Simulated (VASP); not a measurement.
# HfO2 in VASP: relaxation of the atoms with PBEsol

Aim: the relaxation of the atoms of HfO2 with PBEsol.

All numbers are computed with VASP 6.6.1; they aren't measurements. Logs are shortened: lines on timing, memory, paths and dates and some standing lists are left out, and cuts for length are marked.

## (1) The cell of the first run

The cell holds a slab with vacuum, 9 atoms: a = 3.567 Å, b = 3.567 Å, c = 24.280 Å, α = 90.00°, β = 90.00°, γ = 120.00°.

## (2) Relaxation of the atoms, PBEsol

Input file INCAR:

```
SYSTEM = HfO2
PREC = Accurate
ENCUT = 520
EDIFF = 1E-7
ISMEAR = 0
SIGMA = 0.05
LREAL = .False.
LASPH = .True.
NELM = 100
ALGO = Normal
ISIF = 2
LWAVE = .False.
LCHARG = .False.
LDIPOL = .True.
IDIPOL = 3
DIPOL = 0.5 0.5 0.500
GGA = PS
IBRION = 2
NSW = 90
EDIFFG = -0.03
LUSENCCL = .False.
```

Input file KPOINTS:

```
regular mesh
0
Gamma
  9 9 1
  0 0 0
```

Input file POSCAR:

```
HfO2
1.0
    3.5665804225      0.0000000000      0.0000000000
   -1.7832902112      3.0887492505      0.0000000000
    0.0000000000      0.0000000000     24.2802518014
O Hf
6 3
Selective dynamics
Direct
    0.0000000000      0.0000000000      0.3500787418  F F F
    0.3333333333      0.6666666667      0.4100472451  F F F
    0.6666666667      0.3333333333      0.4700157484  F F F
    0.0000000000      0.0000000000      0.5299842516  T T T
    0.3333333333      0.6666666667      0.5899527549  T T T
    0.6666666667      0.3333333333      0.6499212582  T T T
    0.6666666667      0.3333333333      0.3800629934  F F F
    0.3333333333      0.6666666667      0.5000000000  T T T
    0.0000000000      0.0000000000      0.6199370066  T T T
```

Potentials or basis: VASP PAW PBE potentials, release 64 (O, Hf_pv).

Launch:

```sh
$ cat potpaw_PBE.64/O/POTCAR potpaw_PBE.64/Hf_pv/POTCAR > POTCAR
$ mpirun -np 1 vasp_std > vasp.out
```

OUTCAR:

```text
SYSTEM = HfO2
   PREC = Accurate
   ENCUT = 520
   EDIFF = 1E-7
   ISMEAR = 0
   LREAL = .False.
   LASPH = .True.
   NELM = 100
   ISIF = 2
   GGA = PS
   IBRION = 2
   NSW = 90
   EDIFFG = -0.03

 ion  position               nearest neighbor table
   1  0.000  0.000  0.350-   7 2.18   7 2.18   7 2.18
   2  0.333  0.667  0.410-   8 2.18   7 2.18   7 2.18   7 2.18
   3  0.667  0.333  0.470-   8 2.18   8 2.18   8 2.18   7 2.18
   4  0.000  0.000  0.530-   8 2.18   8 2.18   8 2.18   9 2.18
   5  0.333  0.667  0.590-   8 2.18   9 2.18   9 2.18   9 2.18
   6  0.667  0.333  0.650-   9 2.18   9 2.18   9 2.18
   7  0.667  0.333  0.380-   1 2.18   1 2.18   1 2.18   2 2.18   2 2.18   2 2.18   3 2.18   8 3.57
                             8 3.57   8 3.57
   8  0.333  0.667  0.500-   2 2.18   5 2.18   4 2.18   3 2.18   3 2.18   4 2.18   4 2.18   3 2.18
                             9 3.57   7 3.57   7 3.57   9 3.57   9 3.57   7 3.57
   9  0.000  0.000  0.620-   6 2.18   6 2.18   6 2.18   5 2.18   5 2.18   5 2.18   4 2.18   8 3.57
                             8 3.57   8 3.57

  LATTYP: Found a hexagonal cell.
 ALAT       =     3.5665804225
 C/A-ratio  =     6.8077118486

  Lattice vectors:

 A1 = (   3.5665804225,   0.0000000000,   0.0000000000)
 A2 = (  -1.7832902112,   3.0887492505,   0.0000000000)
 A3 = (   0.0000000000,   0.0000000000,  24.2802518014)

Analysis of symmetry for initial positions (statically):
=====================================================================
 Subroutine PRICEL returns:
 Original cell was already a primitive cell.

 Routine SETGRP: Setting up the symmetry group for a
 hexagonal supercell.

 Subroutine GETGRP returns: Found 12 space group operations
 (whereof  6 operations were pure point group operations)
 out of a pool of 24 trial point group operations.

The static configuration has the point symmetry C_3v.
 The point group associated with its full space group is D_3d.

Analysis of symmetry for dynamics (positions and initial velocities):
=====================================================================
 Subroutine PRICEL returns:
 Original cell was already a primitive cell.

 Routine SETGRP: Setting up the symmetry group for a
 hexagonal supercell.

 Subroutine GETGRP returns: Found 12 space group operations
 (whereof  6 operations were pure point group operations)
 out of a pool of 24 trial point group operations.

[... 144 lines left out ...]
   IVDW    =     0    specifies the selected vdW correction
   LEPSILON=     F    determine dielectric tensor
   LRPA    =     F    only Hartree local field effects (RPA)
 conjugate gradient relaxation of ions
 non-spin polarized calculation
 Gauss-broadening in eV      SIGMA  =   0.05
  energy-cutoff  :      520.00
  volume of cell :      267.48
 maximum number of plane-waves:      7339
 NGX is ok and might be reduce to    28
   NGX = 13   NGY = 13   NGZ = 91

--------------------------------------- Ionic step        1  -------------------------------------------

 number of electron      65.9999990 magnetization

 dipolmoment           0.000000      0.000000     -0.000000 electrons x Angstroem

 Free energy of the ion-electron system (eV)
  ---------------------------------------------------
  ext. energy  EPLUGINS =         0.00000000
  ---------------------------------------------------
  free energy    TOTEN  =       -93.31706426 eV

  energy without entropy =      -93.31706426  energy(sigma->0) =      -93.31706426

------------------------ aborting loop because EDIFF is reached ----------------------------------------

 vacuum level on the upper side and lower side of the slab       (xc-potential included)        -0.108        -0.108

  FORCE on cell =-STRESS in cart. coord.  units (eV):
  Direction    XX          YY          ZZ          XY          YZ          ZX
  --------------------------------------------------------------------------------------
  -------------------------------------------------------------------------------------
  Total       -9.8390667     -9.8390667     -3.5485107     -0.0000000      0.0000000     -0.0000000
  in kB      -58.9354532    -58.9354532    -21.2553783     -0.0000000      0.0000000     -0.0000000
  external PRESSURE =     -46.3754282 kB  Pullay stress =       0.0000000 kB
[... 110 lines left out ...]
  FREE ENERGIE OF THE ION-ELECTRON SYSTEM (eV)
  ---------------------------------------------------
  free  energy   TOTEN  =       -93.3474048505 eV

  energy  without entropy=      -93.3474048505  energy(sigma->0) =      -93.34740485

[... ionic steps 4 to 12 ...]

--------------------------------------- Ionic step       13  -------------------------------------------

 number of electron      65.9999997 magnetization

------------------------ aborting loop because EDIFF is reached ----------------------------------------
[... 81 lines left out ...]
--------------------------------------- Ionic step       15  -------------------------------------------

 number of electron      65.9999996 magnetization

 dipolmoment           0.000000      0.000000      0.034041 electrons x Angstroem

 Free energy of the ion-electron system (eV)
  ---------------------------------------------------
  ext. energy  EPLUGINS =         0.00000000
  ---------------------------------------------------
  free energy    TOTEN  =       -93.36725888 eV

  energy without entropy =      -93.36725888  energy(sigma->0) =      -93.36725888

 E-fermi :  -2.5661     XC(G=0):  -4.9675

 val. band max:       -2.8236229977   @ k =   0.4444   0.0000   0.0000
 cond. band min:       1.3386613749   @ k =   0.0000   0.0000   0.0000
 fundamental gap:      4.1622843726
 Fermi energy:        -2.5660781453

 k-point     1 :       0.0000    0.0000    0.0000
  band No.  band energies     occupation
      1     -32.7559      2.00000
      2     -32.5441      2.00000
      3     -32.3336      2.00000
      4     -32.3336      2.00000
      5     -32.2810      2.00000
      6     -32.2667      2.00000
[... 493 lines left out ...]
     38       2.6500      0.00000
     39       2.6569      0.00000

------------------------ aborting loop because EDIFF is reached ----------------------------------------

 vacuum level on the upper side and lower side of the slab       (xc-potential included)         0.195        -0.374

  FORCE on cell =-STRESS in cart. coord.  units (eV):
  Direction    XX          YY          ZZ          XY          YZ          ZX
  --------------------------------------------------------------------------------------
  -------------------------------------------------------------------------------------
  Total       -8.9661102     -8.9661102     -1.1579885     -0.0000000     -0.0000000     -0.0000000
  in kB      -53.7064931    -53.7064931     -6.9362856     -0.0000000     -0.0000000     -0.0000000
  external PRESSURE =     -38.1164239 kB  Pullay stress =       0.0000000 kB
[... 24 lines left out ...]
  FREE ENERGIE OF THE ION-ELECTRON SYSTEM (eV)
  ---------------------------------------------------
  free  energy   TOTEN  =       -93.3672588839 eV

  energy  without entropy=      -93.3672588839  energy(sigma->0) =      -93.36725888

 reached required accuracy - stopping structural energy minimisation

 vacuum level on the upper side and lower side of the slab         4.134         3.573
```

OSZICAR:

```text
N       E                     dE             d eps       ncg     rms          rms(c)
DAV:   1     0.546984910194E+03    0.54698E+03   -0.34779E+04  1096   0.147E+03
DAV:   2    -0.521415577126E+02   -0.59913E+03   -0.58466E+03  1252   0.379E+02
DAV:   3    -0.108645461489E+03   -0.56504E+02   -0.56280E+02  1014   0.114E+02
[... 236 lines left out ...]
DAV:  11    -0.933672579904E+02   -0.57517E-06   -0.35957E-08   687   0.626E-04    0.164E-04
DAV:  12    -0.933672583353E+02   -0.34492E-06   -0.16932E-08   643   0.403E-04    0.102E-04
DAV:  13    -0.933672587189E+02   -0.38360E-06   -0.28282E-08   710   0.347E-04    0.519E-05
DAV:  14    -0.933672588307E+02   -0.11178E-06   -0.57648E-09   650   0.200E-04    0.568E-05
DAV:  15    -0.933672588839E+02   -0.53242E-07   -0.27525E-09   608   0.130E-04
  15 F= -.93367259E+02 E0= -.93367259E+02  d E =-.331869E-04
```

Wall time 14 min (1 × NVIDIA H100 80GB with 1 thread of Intel Xeon Platinum 8481C at 2.70GHz (Sapphire Rapids), shared host); peak memory 1.3 GiB.

What came out:

```yaml
Free_energy: -93.3673 eV
Energy_gained_by_relaxing: 5.6 meV/atom
Ionic_steps: 15
Band_gap_on_the_k_mesh: 4.16 eV (least direct gap 4.22 eV)
```

Step by step:
| step | energy change (eV) | largest force on free atoms (eV/Å) | pressure (GPa) |
| --- | --- | --- | --- |
| 1 | 0.0000 | 1.1075 | -4.64 |
| 2 | -0.0240 | 0.6607 | -4.50 |
| 3 | -0.0303 | 0.5305 | -4.56 |
| 4 | -0.0375 | 0.2774 | -4.52 |
| 5 | -0.0375 | 0.2697 | -4.53 |
| 6 | -0.0404 | 0.1407 | -4.47 |
| 7 | -0.0405 | 0.1760 | -4.45 |
| 8 | -0.0435 | 0.1339 | -4.35 |
| 9 | -0.0491 | 0.0740 | -4.03 |
| 10 | -0.0440 | 0.2430 | -3.38 |
| 11 | -0.0498 | 0.0587 | -3.86 |
| 12 | -0.0502 | 0.0367 | -3.81 |
| 13 | -0.0502 | 0.0358 | -3.81 |
| 14 | -0.0501 | 0.0603 | -3.81 |
| 15 | -0.0502 | 0.0046 | -3.81 |

Final structure:
```yaml
crystal:
  lattice:
    - [3.56658, 0.00000, 0.00000]
    - [-1.78329, 3.08875, 0.00000]
    - [0.00000, 0.00000, 24.28025]
  atoms:
    - { symbol: O, position: [0.00000, 0.00000, 0.35008] }
    - { symbol: O, position: [0.33333, 0.66667, 0.41005] }
    - { symbol: O, position: [0.66667, 0.33333, 0.47002] }
    - { symbol: O, position: [0.00000, 0.00000, 0.52898] }
    - { symbol: O, position: [0.33333, 0.66667, 0.58651] }
    - { symbol: O, position: [0.66667, 0.33333, 0.64777] }
    - { symbol: Hf, position: [0.66667, 0.33333, 0.38006] }
    - { symbol: Hf, position: [0.33333, 0.66667, 0.49908] }
    - { symbol: Hf, position: [0.00000, 0.00000, 0.61594] }
```

Levels at points of the mesh, in eV from the valence-band top:
```csv
k point,band 31,band 32,band 33,band 34,band 35,band 36
"(0.00, 0.00, 0.00)",-0.70,-0.34,-0.34,4.16,4.16,4.60
```

Caveat: the PAW data sets were made with another functional, which shifts forces and pressure a little; spin-orbit coupling is left out, which moves the levels of the heavy elements.
